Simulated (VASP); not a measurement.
# SiC (Fm-3m) in VASP: a series of runs, part 2 of 2

VASP 6.6.1. Earlier steps stand in the parts before.

## (5) Relaxation of cell and atoms, PBE

Input file INCAR:

```
ALGO = Normal
EDIFF = 1E-7
EDIFFG = -0.01
ENCUT = 600
GGA = PE
IBRION = 2
ISIF = 3
ISMEAR = 0
LASPH = T
LCHARG = F
LREAL = F
LWAVE = F
NELM = 100
NSW = 100
PREC = Accurate
SIGMA = 0.1
```

Input file KPOINTS:

```
k-points
0
Gamma
  24 24 24
```

Input file POSCAR:

```
SiC
1.0
    0.0000000000      2.0262503629      2.0262503629
    2.0262503629      0.0000000000      2.0262503629
    2.0262503629      2.0262503629      0.0000000000
Si C
1 1
Direct
    0.5000000000      0.5000000000      0.5000000000
    0.0000000000      0.0000000000      0.0000000000
```

Potentials or basis: VASP PAW PBE potentials, release 64 (Si, C).

Command:

```
> cat potpaw_PBE.64/Si/POTCAR potpaw_PBE.64/C/POTCAR > POTCAR
> mpirun -np 1 vasp_std > vasp.out
```

OUTCAR:

```text
EDIFF = 1E-7
   EDIFFG = -0.01
   ENCUT = 600
   GGA = PE
   IBRION = 2
   ISIF = 3
   ISMEAR = 0
   LASPH = T
   LREAL = F
   NELM = 100
   NSW = 100
   PREC = Accurate

 ion  position               nearest neighbor table
   1  0.500  0.500  0.500-   2 2.03   2 2.03   2 2.03   2 2.03   2 2.03   2 2.03
   2  0.000  0.000  0.000-   1 2.03   1 2.03   1 2.03   1 2.03   1 2.03   1 2.03

  LATTYP: Found a face centered cubic cell.
 ALAT       =     4.0525007258

  Lattice vectors:

 A1 = (   0.0000000000,   2.0262503629,   2.0262503629)
 A2 = (   2.0262503629,   0.0000000000,   2.0262503629)
 A3 = (   2.0262503629,   2.0262503629,   0.0000000000)

Analysis of symmetry for initial positions (statically):
=====================================================================
 Subroutine PRICEL returns:
 Original cell was already a primitive cell.

 Routine SETGRP: Setting up the symmetry group for a
 face centered cubic supercell.

 Subroutine GETGRP returns: Found 48 space group operations
 (whereof 48 operations were pure point group operations)
 out of a pool of 48 trial point group operations.

The static configuration has the point symmetry O_h .

Analysis of symmetry for dynamics (positions and initial velocities):
=====================================================================
 Subroutine PRICEL returns:
 Original cell was already a primitive cell.

 Routine SETGRP: Setting up the symmetry group for a
 face centered cubic supercell.

 Subroutine GETGRP returns: Found 48 space group operations
 (whereof 48 operations were pure point group operations)
 out of a pool of 48 trial point group operations.

The dynamic configuration has the point symmetry O_h .

 Subroutine INISYM returns: Found 48 space group operations
 (whereof 48 operations are pure point group operations),
 and found     1 'primitive' translations

----------------------------------------------------------------------------------------

                                     Primitive cell

  volume of cell :      16.6383

  direct lattice vectors                    reciprocal lattice vectors
     0.000000000  2.026250363  2.026250363    -0.246761214  0.246761214  0.246761214
     2.026250363  0.000000000  2.026250363     0.246761214 -0.246761214  0.246761214
     2.026250363  2.026250363  0.000000000     0.246761214  0.246761214 -0.246761214

  length of vectors
     2.865550744  2.865550744  2.865550744     0.427402960  0.427402960  0.427402960

  position of ions in fractional coordinates (direct lattice)
     0.500000000  0.500000000  0.500000000
     0.000000000  0.000000000  0.000000000

  ion indices of the primitive-cell ions
   primitive index   ion index
                 1           1
                 2           2

----------------------------------------------------------------------------------------

 KPOINTS: k-points

Automatic generation of k-mesh.
 Grid dimensions read from file:
 generate k-points for:   24   24   24

 Generating k-lattice:

[... 45 lines left out ...]
   total plane-waves  NPLWV =  13824
   dimension x,y,z NGX =    24 NGY =   24 NGZ =   24
   dimension x,y,z NGXF=    48 NGYF=   48 NGZF=   48
   ions per type =               1   1
   NGX,Y,Z   is equivalent  to a cutoff of  13.92, 13.92, 13.92 a.u.
   NGXF,Y,Z  is equivalent  to a cutoff of  27.85, 27.85, 27.85 a.u.
 SYSTEM =  unknown system
   PREC   = accura    normal or accurate (medium, high low for compatibility)
   ISTART =      0    job   : 0-new  1-cont  2-samecut
   ICHARG =      2    charge: 1-file 2-atom 10-const
   ISPIN  =      1    spin polarized calculation?
   LNONCOLLINEAR =      F non collinear calculations
   LSORBIT =      F    spin-orbit coupling
   LASPH  =      T    aspherical Exc in radial PAW
   ENCUT  =  600.0 eV  44.10 Ry    6.64 a.u.   5.72  5.72  5.72*2*pi/ulx,y,z
   NELM   =    100;   NELMIN=  2; NELMDL= -5     # of ELM steps
   EDIFF  = 0.1E-06   stopping-criterion for ELM
   LREAL  =      F    real-space projection
   EDIFFG = -.1E-01   stopping-criterion for IOM
   NSW    =    100    number of steps for IOM
   IBRION =      2    ionic relax: 0-MD 1-quasi-New 2-CG
   NFREE  =      1    steps in history (QN), initial steepest desc. (CG)
   ISIF   =      3    stress and relaxation
   ISYM   =      2    0-nonsym 1-usesym 2-fastsym
   POTIM  = 0.5000    time-step for ionic-motion
   TEBEG  =    0.0;   TEEND  =   0.0 temperature during run
   PSTRESS=    0.0 pullay stress
   NELECT =       8.0000    total number of electrons
   NUPDOWN=      -1.0000    fix difference up-down
   EMIN   =  10.00;   EMAX   =-10.00  energy-range for DOS
   EFERMI =   0.00;   METHOD = LEGACY
   ISMEAR =     0;   SIGMA  =   0.10  broadening in eV -4-tet -1-fermi 0-gaus
   EFERMI_NEDOS =   21; number of points for ismear=-14 and -15
   IALGO  =     38    algorithm
   IMIX   =      4    mixing-type and parameters
     AMIX     =   0.40;   BMIX     =  1.00
     AMIX_MAG =   1.60;   BMIX_MAG =  1.00
  volume/ion in A,a.u.               =       8.32        56.14
  Fermi-wavevector in a.u.,A,eV,Ry     =   1.282533  2.423635 22.380083  1.644890
  Thomas-Fermi vector in A             =   2.414838
   LORBIT       =      0    0 simple, 1 ext, 2 COOP (PROOUT), +10 PAW based schemes
   GGA     = PE    functional components
   LHFCALC =     F    Hartree Fock is set to
   AEXX    =    0.0000 exact exchange contribution
   IVDW    =     0    specifies the selected vdW correction
   LEPSILON=     F    determine dielectric tensor
   LRPA    =     F    only Hartree local field effects (RPA)
 conjugate gradient relaxation of ions
 non-spin polarized calculation
 Gauss-broadening in eV      SIGMA  =   0.10
  energy-cutoff  :      600.00
  volume of cell :       16.64
 maximum number of plane-waves:       568
   NGX = 11   NGY = 11   NGZ = 11

--------------------------------------- Ionic step        1  -------------------------------------------

 number of electron       8.0000000 magnetization

 Free energy of the ion-electron system (eV)
  ---------------------------------------------------
  ext. energy  EPLUGINS =         0.00000000
  ---------------------------------------------------
  free energy    TOTEN  =       -13.57689709 eV

  energy without entropy =      -13.57495190  energy(sigma->0) =      -13.57592450

------------------------ aborting loop because EDIFF is reached ----------------------------------------

  FORCE on cell =-STRESS in cart. coord.  units (eV):
  Direction    XX          YY          ZZ          XY          YZ          ZX
  --------------------------------------------------------------------------------------
  -------------------------------------------------------------------------------------
  Total        0.0871385      0.0871385      0.0871385     -0.0000000     -0.0000000     -0.0000000
  in kB        8.3909512      8.3909512      8.3909512     -0.0000000     -0.0000000     -0.0000000
  external PRESSURE =       8.3909512 kB  Pullay stress =       0.0000000 kB
[... 59 lines left out ...]
--------------------------------------- Ionic step        3  -------------------------------------------

 number of electron       8.0000000 magnetization

 Free energy of the ion-electron system (eV)
  ---------------------------------------------------
  ext. energy  EPLUGINS =         0.00000000
  ---------------------------------------------------
  free energy    TOTEN  =       -13.57704530 eV

  energy without entropy =      -13.57506532  energy(sigma->0) =      -13.57605531

 E-fermi :  12.2430     XC(G=0): -12.6691

 val. band max:       12.2209614382   @ k =   0.1667   0.0833   0.0417
 cond. band min:      12.2442961454   @ k =   0.4583   0.3750   0.0000
 fundamental gap:      0.0233347072
 Fermi energy:        12.2430182185

 k-point     1 :       0.0000    0.0000    0.0000
  band No.  band energies     occupation
      1      -6.0913      2.00000
      2      12.3051      0.37971
      3      12.3051      0.37971
      4      12.3051      0.37971
      5      19.6640      0.00000
      6      21.2463      0.00000
      7      21.2463      0.00000
      8      21.2463      0.00000
[... 243 lines left out ...]
 k-point    24 :       0.4583    0.0417    0.0000
  band No.  band energies     occupation
      1      -1.5278      2.00000
      2       1.5906      2.00000
      3      11.1108      2.00000
      4      11.1575      2.00000
      5      17.3046      0.00000
      6      17.8964      0.00000
      7      18.3914      0.00000
      8      22.2252      0.00000

 [... further k-points ...]

------------------------ aborting loop because EDIFF is reached ----------------------------------------

  FORCE on cell =-STRESS in cart. coord.  units (eV):
  Direction    XX          YY          ZZ          XY          YZ          ZX
  --------------------------------------------------------------------------------------
  -------------------------------------------------------------------------------------
  Total        0.0006922      0.0006922      0.0006922     -0.0000000     -0.0000000     -0.0000000
  in kB        0.0664317      0.0664317      0.0664317     -0.0000000     -0.0000000     -0.0000000
  external PRESSURE =       0.0664317 kB  Pullay stress =       0.0000000 kB
[... 17 lines left out ...]
  FREE ENERGIE OF THE ION-ELECTRON SYSTEM (eV)
  ---------------------------------------------------
  free  energy   TOTEN  =       -13.5770452973 eV

  energy  without entropy=      -13.5750653239  energy(sigma->0) =      -13.57605531

 reached required accuracy - stopping structural energy minimisation
```

CONTCAR:

```text
SiC
   1.00000000000000
    -0.0000000000000000    2.0285604374759254    2.0285604374759254
     2.0285604374759254    0.0000000000000000    2.0285604374759254
     2.0285604374759254    2.0285604374759254    0.0000000000000000
  Si              C
     1     1
Direct
     0.5000000000000000    0.5000000000000000    0.5000000000000000
     0.0000000000000000    0.0000000000000000    0.0000000000000000

  0.00000000E+00  0.00000000E+00  0.00000000E+00
  0.00000000E+00  0.00000000E+00  0.00000000E+00
```

Wall time 3.6 min (1 thread of AMD EPYC 7R13, shared host); peak memory 0.16 GiB.

What came out:

- Free energy: -13.5770 eV
- Relaxed volume: 8.35 Å³/atom
- Relaxed cell: a = 2.869 Å, b = 2.869 Å, c = 2.869 Å, α = 60.00°, β = 60.00°, γ = 60.00°
- Space group after relaxing (to 0.05 Å): Fm-3m (No. 225)
- Energy gained by relaxing: 0.1 meV/atom
- Ionic steps: 3
- Pressure after relaxing: 0.0 GPa
- Band gap on the k mesh: zero (band 4 reaches 12.38 eV, above the bottom of band 5 at 11.32 eV)

Step by step:
```csv
step,energy change (eV),largest force (eV/Å),pressure (GPa),volume (Å³)
1,0.0000,0.0000,0.84,16.64
2,0.0000,0.0000,-0.68,16.74
3,-0.0001,0.0000,0.01,16.70
```

Final structure:
```xyz
2
Lattice="0.0000 2.0286 2.0286 2.0286 0.0000 2.0286 2.0286 2.0286 0.0000" Properties=species:S:1:pos:R:3 pbc="T T T"
Si    2.0286    2.0286    2.0286
C     0.0000    0.0000    0.0000
```

Levels at points of the mesh, in eV from the Fermi level:
| k point | band 1 | band 2 | band 3 | band 4 | band 5 | band 6 | band 7 | band 8 |
| --- | --- | --- | --- | --- | --- | --- | --- | --- |
| (0.00, 0.00, 0.00) | -18.33 | 0.06 | 0.06 | 0.06 | 7.42 | 9.00 | 9.00 | 9.00 |
| (0.50, 0.00, 0.00) | -13.18 | -11.43 | -0.97 | -0.97 | 5.29 | 5.29 | 5.93 | 9.59 |
| (0.50, 0.50, 0.00) | -11.44 | -9.69 | -4.22 | -4.22 | -0.92 | 2.62 | 14.80 | 14.80 |

## (6) Overview

```tsv
task	cell	k mesh	cutoff (eV)	gap on the mesh (eV)	pressure (GPa)
single point	a = 2.866 Å, angles 60.0°, 2 atoms	6 × 6 × 6	520	none	0.1
single point	a = 2.869 Å, angles 60.0°, 2 atoms	24 × 24 × 24	520	none	0.2
relaxation of cell and atoms	relaxed from a = 2.866 Å, angles 60.0°, 2 atoms	24 × 24 × 24	600	none	0.0
```

Alike in all rows: level PBE; potentials or basis VASP PAW PBE potentials, release 64 (Si, C); no spin polarisation; smearing gaussian 0.1 eV.

Caveats: some runs use coarse meshes.

Total energies depend on the potentials used, so only differences within one code and one set of settings carry meaning.
